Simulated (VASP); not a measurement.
Here is a VASP 6.6.1 calculation.

INCAR

```
SYSTEM = Li2BrF
PREC = Accurate ; ENCUT = 520
EDIFF = 1E-6 ; ISMEAR = 0
SIGMA = 0.01 ; LREAL = .False.
LASPH = .True. ; NELM = 60
ALGO = Normal ; ISIF = 2
LWAVE = .False. ; LCHARG = .False.
GGA = PE ; NBANDS = 18
```

File KPOINTS:

```
Automatic mesh
0
Gamma
  4 4 4
  0 0 0
```

Contents of POSCAR:

```
Li2BrF
1.0
    1.7353772125      1.0019205008      5.4684601362
   -1.7353772125      1.0019205008      5.4684601362
    0.0000000000     -2.0038410015      5.4684601362
F Br Li
1 1 2
Direct
    1.0000000000      0.0000000000      0.0000000000
    0.5000000000      0.5000000000      0.5000000000
    0.2670198431      0.2670198431      0.2670198431
    0.7329801569      0.7329801569      0.7329801569
```

Potentials or basis: VASP PAW PBE potentials, release 64 (F, Br, Li_sv).

Run with:

```bash
$ cat potpaw_PBE.64/F/POTCAR potpaw_PBE.64/Br/POTCAR potpaw_PBE.64/Li_sv/POTCAR > POTCAR
$ mpirun -np 1 vasp_std > vasp.out
```

Task: What does it give for the band gap on the k mesh?

Result: 3.44 eV.

Task: What does it give for the largest force?

Result: 0.009 eV/Å.

Forces in eV/Å, atoms in the order of the input:
```
F    0.000  0.000  0.000
Br   0.000  0.000  0.000
Li   0.000  0.000 -0.009
Li   0.000  0.000  0.009
```

Caveat: the k points lie up to 0.53 Å⁻¹ apart.
